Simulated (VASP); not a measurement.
HfSnO4, 6 atoms in the cell. Symmetry: P-4m2, No. 115, tetragonal system. The conventional cell has a = 3.600 Å, b = 3.600 Å, c = 5.427 Å, α = 90.00°, β = 90.00°, γ = 90.00°. Hf (site symmetry -4m2) has 8 O at 2.04 to 2.49 Å within 2.7 Å. Within 2.7 Å of Sn (site symmetry -4m2) lie 8 O at 2.06 to 2.51 Å. O (site symmetry 2mm) has 2 Sn at 2.06 Å and 2 Hf at 2.49 Å and 6 O at 2.65 to 2.75 Å within 2.8 Å. O (site symmetry 2mm) has 2 Hf at 2.04 Å and 2 Sn at 2.51 Å and 6 O at 2.65 to 2.75 Å within 2.8 Å. 

- Program: VASP 6.6.1
- Task: relaxation of cell and atoms
- Functional: PBE
- Potentials or basis: VASP PAW PBE potentials, release 64 (Hf_pv, Sn_d, O)
- Cutoff: 600 eV
- k mesh: 6 × 6 × 4
- Occupations: gaussian, width 0.1 eV
- Spin: no spin polarisation
- Dipole correction: no
- Further INCAR settings: ALGO = Normal; EDIFF = 1e-06; IBRION = 2; EDIFFG = -0.04; NSW = 90; ISIF = 3

Potentials or basis: VASP PAW PBE potentials, release 64 (Hf_pv, Sn_d, O).

Run with:

```sh
$ cat potpaw_PBE.64/Hf_pv/POTCAR potpaw_PBE.64/Sn_d/POTCAR potpaw_PBE.64/O/POTCAR > POTCAR
$ mpirun -np 1 vasp_std > vasp.out
```

Hardware: 1 thread of Intel(R) Xeon(R) 6975P-C (Granite Rapids) (shared host).

Question: How long does it take, and how much memory?

Answer: Run time: 85 s on 1 thread of Intel(R) Xeon(R) 6975P-C (Granite Rapids) (shared host), peak memory 0.25 GiB. Counts: scf iterations 37, k points 30, ion steps 4.
